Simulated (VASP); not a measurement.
# SnGe3Te4 (R3m) in VASP: single point with PBE

Aim: the single point of SnGe3Te4 with PBE.

Everything below comes from runs of VASP 6.6.1. Logs are shortened: lines on timing, memory, paths and dates and some standing lists are left out, and cuts for length are marked.

**1. The cell of the first run**

It takes space group R3m (No. 160, trigonal). Conventional cell: a = 8.601 Å, b = 8.601 Å, c = 11.136 Å, α = 90.00°, β = 90.00°, γ = 120.00°. Sn (site symmetry 3m) has 6 Te at 3.02 to 3.19 Å within 4.0 Å. Within 3.8 Å of Ge (site symmetry m) lie 6 Te at 2.87 to 3.37 Å. Te (site symmetry m) has 4 Ge at 2.87 to 3.36 Å and 2 Sn at 3.02 to 3.19 Å within 3.8 Å. Within 3.8 Å of Te (site symmetry 3m) lie 6 Ge at 2.87 to 3.37 Å.

**2. Single point, PBE**

The input, INCAR:

```
SYSTEM = SnGe3Te4
ALGO     = Normal         ! electronic algorithm
EDIFF    = 1E-6           ! SCF threshold, eV
ENCUT    = 520            ! plane-wave cutoff, eV
GGA      = PE             ! functional
ISIF     = 2              ! what is computed and relaxed
ISMEAR   = 0              ! smearing method
LASPH    = .True.         ! aspherical terms in the spheres
LCHARG   = .False.        ! write CHGCAR
LREAL    = .False.        ! projectors in reciprocal space
LWAVE    = .False.        ! write WAVECAR
NBANDS   = 50             ! bands
NELM     = 60             ! most SCF steps
PREC     = Accurate       ! precision mode
SIGMA    = 0.1            ! smearing width, eV
```

The input, KPOINTS:

```
k-points
0
Gamma
  3 3 3
  0 0 0
```

The input, POSCAR:

```
SnGe3Te4
1.0
    4.3003873775      2.4828298100      3.7119234788
   -4.3003873775      2.4828298100      3.7119234788
    0.0000000000     -4.9656596200      3.7119234788
Sn Ge Te
1 3 4
Direct
    0.0028521474      0.0028521474      0.0028521474
    0.0196744244      0.5194457639      0.5194457639
    0.5194457639      0.5194457639      0.0196744244
    0.5194457639      0.0196744244      0.5194457639
    0.4900908793      0.9820544727      0.9820544727
    0.4815504616      0.4815504616      0.4815504616
    0.9820544727      0.9820544727      0.4900908793
    0.9820544727      0.4900908793      0.9820544727
```

Potentials or basis: VASP PAW PBE potentials, release 64 (Sn_d, Ge_d, Te).

Launch:

```console
> cat potpaw_PBE.64/Sn_d/POTCAR potpaw_PBE.64/Ge_d/POTCAR potpaw_PBE.64/Te/POTCAR > POTCAR
> mpirun -np 1 vasp_std > vasp.out
```

OUTCAR:

```text
SYSTEM = SnGe3Te4
   EDIFF = 1E-6
   ENCUT = 520
   GGA = PE
   ISIF = 2
   ISMEAR = 0
   LASPH = .True.
   LREAL = .False.
   NELM = 60
   PREC = Accurate

 ion  position               nearest neighbor table
   1  0.003  0.003  0.003-   7 3.02   5 3.02   8 3.02   7 3.19   8 3.19   5 3.19
   2  0.020  0.519  0.519-   6 2.87   8 2.87   7 2.87
   3  0.519  0.519  0.020-   6 2.87   5 2.87   8 2.87
   4  0.519  0.020  0.519-   6 2.87   5 2.87   7 2.87
   5  0.490  0.982  0.982-   4 2.87   3 2.87   1 3.02   1 3.19
   6  0.482  0.482  0.482-   3 2.87   2 2.87   4 2.87
   7  0.982  0.982  0.490-   2 2.87   4 2.87   1 3.02   1 3.19
   8  0.982  0.490  0.982-   2 2.87   3 2.87   1 3.02   1 3.19

  LATTYP: Found a trigonal (rhomboedric) cell.
 ALAT       =     6.1996896192
 COS(alpha) =     0.0377115848

  Lattice vectors:

 A1 = (   4.3003873775,   2.4828298100,   3.7119234788)
 A2 = (  -4.3003873775,   2.4828298100,   3.7119234788)
 A3 = (   0.0000000000,  -4.9656596200,   3.7119234788)

Analysis of symmetry for initial positions (statically):
=====================================================================
 Subroutine PRICEL returns:
 Original cell was already a primitive cell.

 Routine SETGRP: Setting up the symmetry group for a
 trigonal (rhombohedral) supercell.

 Subroutine GETGRP returns: Found  6 space group operations
 (whereof  6 operations were pure point group operations)
 out of a pool of 12 trial point group operations.

The static configuration has the point symmetry C_3v.

Analysis of symmetry for dynamics (positions and initial velocities):
=====================================================================
 Subroutine PRICEL returns:
 Original cell was already a primitive cell.

 Routine SETGRP: Setting up the symmetry group for a
 trigonal (rhombohedral) supercell.

 Subroutine GETGRP returns: Found  6 space group operations
 (whereof  6 operations were pure point group operations)
 out of a pool of 12 trial point group operations.

The dynamic configuration has the point symmetry C_3v.

 Subroutine INISYM returns: Found  6 space group operations
 (whereof  6 operations are pure point group operations),
 and found     1 'primitive' translations

----------------------------------------------------------------------------------------

                                     Primitive cell

  volume of cell :     237.7961

  direct lattice vectors                    reciprocal lattice vectors
     4.300387377  2.482829810  3.711923479     0.116268595  0.067127705  0.089800702
    -4.300387377  2.482829810  3.711923479    -0.116268595  0.067127705  0.089800702
     0.000000000 -4.965659620  3.711923479     0.000000000 -0.134255410  0.089800702

  length of vectors
     6.199689619  6.199689619  6.199689619     0.161519909  0.161519909  0.161519909

  position of ions in fractional coordinates (direct lattice)
     0.002852147  0.002852147  0.002852147
     0.019674424  0.519445764  0.519445764
     0.519445764  0.519445764  0.019674424
     0.519445764  0.019674424  0.519445764
     0.490090879  0.982054473  0.982054473
     0.481550462  0.481550462  0.481550462
     0.982054473  0.982054473  0.490090879
     0.982054473  0.490090879  0.982054473

  ion indices of the primitive-cell ions
   primitive index   ion index
                 1           1
                 2           2
                 3           3
                 4           4
                 5           5
                 6           6
                 7           7
                 8           8

----------------------------------------------------------------------------------------

 KPOINTS: k-points

Automatic generation of k-mesh.
 Grid dimensions read from file:
 generate k-points for:    3    3    3

 Generating k-lattice:

  Cartesian coordinates                     Fractional coordinates (reciprocal lattice)
     0.038756198  0.022375902  0.029933567     0.333333333  0.000000000  0.000000000
    -0.038756198  0.022375902  0.029933567     0.000000000  0.333333333  0.000000000
     0.000000000 -0.044751803  0.029933567     0.000000000  0.000000000  0.333333333

  Length of vectors
     0.053839970  0.053839970  0.053839970

  Shift w.r.t. Gamma in fractional coordinates (k-lattice)
     0.000000000  0.000000000  0.000000000

 Subroutine IBZKPT returns following result:
 ===========================================

 Found      6 irreducible k-points:

 Following reciprocal coordinates:
            Coordinates               Weight
  0.000000  0.000000  0.000000      1.000000
  0.333333  0.000000 -0.000000      6.000000
  0.333333  0.333333  0.000000      6.000000
 -0.333333  0.333333  0.000000      6.000000
  0.333333  0.333333  0.333333      2.000000
 -0.333333  0.333333  0.333333      6.000000
   k-points           NKPTS =      6   k-points in BZ     NKDIM =      6   number of bands    NBANDS=     50
   number of dos      NEDOS =    301   number of ions     NIONS =      8
   total plane-waves  NPLWV = 110592
   dimension x,y,z NGX =    48 NGY =   48 NGZ =   48
   dimension x,y,z NGXF=    96 NGYF=   96 NGZF=   96
   ions per type =               1   3   4
   NGX,Y,Z   is equivalent  to a cutoff of  12.87, 12.87, 12.87 a.u.
   NGXF,Y,Z  is equivalent  to a cutoff of  25.74, 25.74, 25.74 a.u.
 SYSTEM =  SnGe3Te4
   PREC   = accura    normal or accurate (medium, high low for compatibility)
   ISTART =      0    job   : 0-new  1-cont  2-samecut
   ICHARG =      2    charge: 1-file 2-atom 10-const
   ISPIN  =      1    spin polarized calculation?
   LNONCOLLINEAR =      F non collinear calculations
   LSORBIT =      F    spin-orbit coupling
   LASPH  =      T    aspherical Exc in radial PAW
   ENCUT  =  520.0 eV  38.22 Ry    6.18 a.u.  11.53 11.53 11.53*2*pi/ulx,y,z
   NELM   =     60;   NELMIN=  2; NELMDL= -5     # of ELM steps
   EDIFF  = 0.1E-05   stopping-criterion for ELM
   LREAL  =      F    real-space projection
   EDIFFG = 0.1E-04   stopping-criterion for IOM
   NSW    =      0    number of steps for IOM
   IBRION =     -1    ionic relax: 0-MD 1-quasi-New 2-CG
   NFREE  =      0    steps in history (QN), initial steepest desc. (CG)
   ISIF   =      2    stress and relaxation
   ISYM   =      2    0-nonsym 1-usesym 2-fastsym
   POTIM  = 0.5000    time-step for ionic-motion
   TEBEG  =    0.0;   TEEND  =   0.0 temperature during run
   PSTRESS=    0.0 pullay stress
   NELECT =      80.0000    total number of electrons
   NUPDOWN=      -1.0000    fix difference up-down
   EMIN   =  10.00;   EMAX   =-10.00  energy-range for DOS
   EFERMI =   0.00;   METHOD = LEGACY
   ISMEAR =     0;   SIGMA  =   0.10  broadening in eV -4-tet -1-fermi 0-gaus
   EFERMI_NEDOS =   21; number of points for ismear=-14 and -15
   IALGO  =     38    algorithm
   IMIX   =      4    mixing-type and parameters
     AMIX     =   0.40;   BMIX     =  1.00
     AMIX_MAG =   1.60;   BMIX_MAG =  1.00
  volume/ion in A,a.u.               =      29.72       200.59
  Fermi-wavevector in a.u.,A,eV,Ry     =   1.138597  2.151636 17.638624  1.296402
  Thomas-Fermi vector in A             =   2.275301
   LORBIT       =      0    0 simple, 1 ext, 2 COOP (PROOUT), +10 PAW based schemes
   GGA     = PE    functional components
   LHFCALC =     F    Hartree Fock is set to
   AEXX    =    0.0000 exact exchange contribution
   IVDW    =     0    specifies the selected vdW correction
   LEPSILON=     F    determine dielectric tensor
   LRPA    =     F    only Hartree local field effects (RPA)
 non-spin polarized calculation
 Gauss-broadening in eV      SIGMA  =   0.10
  energy-cutoff  :      520.00
  volume of cell :      237.80
 maximum number of plane-waves:      6416
 NGX is ok and might be reduce to    48
   NGX = 23   NGY = 23   NGZ = 23

 number of electron      80.0000049 magnetization

 Free energy of the ion-electron system (eV)
  ---------------------------------------------------
  ext. energy  EPLUGINS =         0.00000000
  ---------------------------------------------------
  free energy    TOTEN  =       -31.20907820 eV

  energy without entropy =      -31.20907820  energy(sigma->0) =      -31.20907820

 E-fermi :   6.0095     XC(G=0):  -9.4218

 val. band max:        5.4705086246   @ k =   0.3333   0.3333   0.0000
 cond. band min:       6.5935814225   @ k =  -0.3333   0.3333   0.3333
 fundamental gap:      1.1230727979
 Fermi energy:         6.0095178677

 k-point     1 :       0.0000    0.0000    0.0000
  band No.  band energies     occupation
      1     -19.2818      2.00000
      2     -19.2814      2.00000
      3     -19.2814      2.00000
      4     -19.2785      2.00000
      5     -19.2785      2.00000
      6     -19.2782      2.00000
[... 42 lines left out ...]
     49      10.6759      0.00000
     50      11.0515      0.00000

 k-point     2 :       0.3333    0.0000   -0.0000
  band No.  band energies     occupation
      1     -19.2815      2.00000
      2     -19.2811      2.00000
      3     -19.2808      2.00000
      4     -19.2790      2.00000
      5     -19.2788      2.00000
      6     -19.2784      2.00000
[... 42 lines left out ...]
     49       9.6897      0.00000
     50      10.0591      0.00000

 k-point     3 :       0.3333    0.3333    0.0000
  band No.  band energies     occupation
      1     -19.2812      2.00000
      2     -19.2808      2.00000
      3     -19.2807      2.00000
      4     -19.2791      2.00000
      5     -19.2789      2.00000
      6     -19.2787      2.00000
[... 42 lines left out ...]
     49       9.1600      0.00000
     50       9.3758      0.00000

 k-point     4 :      -0.3333    0.3333    0.0000
  band No.  band energies     occupation
      1     -19.2812      2.00000
      2     -19.2805      2.00000
      3     -19.2803      2.00000
      4     -19.2795      2.00000
      5     -19.2792      2.00000
      6     -19.2786      2.00000
[... 42 lines left out ...]
     49       9.3123      0.00000
     50       9.5639      0.00000

 k-point     5 :       0.3333    0.3333    0.3333
  band No.  band energies     occupation
      1     -19.2811      2.00000
      2     -19.2811      2.00000
      3     -19.2809      2.00000
      4     -19.2788      2.00000
      5     -19.2788      2.00000
      6     -19.2787      2.00000
[... 42 lines left out ...]
     49       7.7414      0.00000
     50       8.2243      0.00000

 k-point     6 :      -0.3333    0.3333    0.3333
  band No.  band energies     occupation
      1     -19.2812      2.00000
      2     -19.2806      2.00000
      3     -19.2804      2.00000
      4     -19.2793      2.00000
      5     -19.2792      2.00000
      6     -19.2787      2.00000
[... 42 lines left out ...]
     49       7.8271      0.00000
     50       8.5522      0.00000

------------------------ aborting loop because EDIFF is reached ----------------------------------------

  FORCE on cell =-STRESS in cart. coord.  units (eV):
  Direction    XX          YY          ZZ          XY          YZ          ZX
  --------------------------------------------------------------------------------------
  -------------------------------------------------------------------------------------
  Total        0.2087340      0.2087340      0.6112978      0.0000000      0.0000000      0.0000000
  in kB        1.4063679      1.4063679      4.1186853      0.0000000      0.0000000      0.0000000
  external PRESSURE =       2.3104737 kB  Pullay stress =       0.0000000 kB

 VOLUME and BASIS-vectors are now :
 -----------------------------------------------------------------------------
  energy-cutoff  :      520.00
  volume of cell :      237.80
      direct lattice vectors                 reciprocal lattice vectors
     4.300387377  2.482829810  3.711923479     0.116268595  0.067127705  0.089800702
    -4.300387377  2.482829810  3.711923479    -0.116268595  0.067127705  0.089800702
     0.000000000 -4.965659620  3.711923479     0.000000000 -0.134255410  0.089800702

 POSITION                                       TOTAL-FORCE (eV/Angst)
 -----------------------------------------------------------------------------------
      0.00000      0.00000      0.03176         0.000000     -0.000000     -0.040111
     -2.14921     -1.24085      3.92932        -0.045083     -0.026029     -0.039001
      0.00000      2.48169      3.92932         0.000000      0.052057     -0.039001
      2.14921     -1.24085      3.92932         0.045083     -0.026029     -0.039001
     -2.11563     -1.22146      9.10980        -0.006262     -0.003615      0.008527
      0.00000      0.00000      5.36244         0.000000      0.000000      0.131532
      0.00000      2.44292      9.10980         0.000000      0.007230      0.008527
      2.11563     -1.22146      9.10980         0.006262     -0.003615      0.008527
 -----------------------------------------------------------------------------------
    total drift:                                0.000000      0.000006      0.006633

  FREE ENERGIE OF THE ION-ELECTRON SYSTEM (eV)
  ---------------------------------------------------
  free  energy   TOTEN  =       -31.2090782025 eV

  energy  without entropy=      -31.2090782025  energy(sigma->0) =      -31.20907820
```

Wall time 61 s (1 thread of Intel Xeon 6975P-C (Granite Rapids), shared host); peak memory 0.34 GiB.

Results:

```
Free energy            : -31.2091 eV
Pressure               : 0.2 GPa
Largest force          : 0.132 eV/Å
Band gap on the k mesh : 1.12 eV, indirect (least direct gap 1.18 eV)
```

Forces on the atoms (eV/Å):
```
Sn   0.000  0.000 -0.040
Ge  -0.045 -0.026 -0.039
Ge   0.000  0.052 -0.039
Ge   0.045 -0.026 -0.039
Te  -0.006 -0.004  0.009
Te   0.000  0.000  0.132
Te   0.000  0.007  0.009
Te   0.006 -0.004  0.009
```

Caveat: spin-orbit coupling is left out, which moves the levels of the heavy elements. A k mesh can miss the band edges.
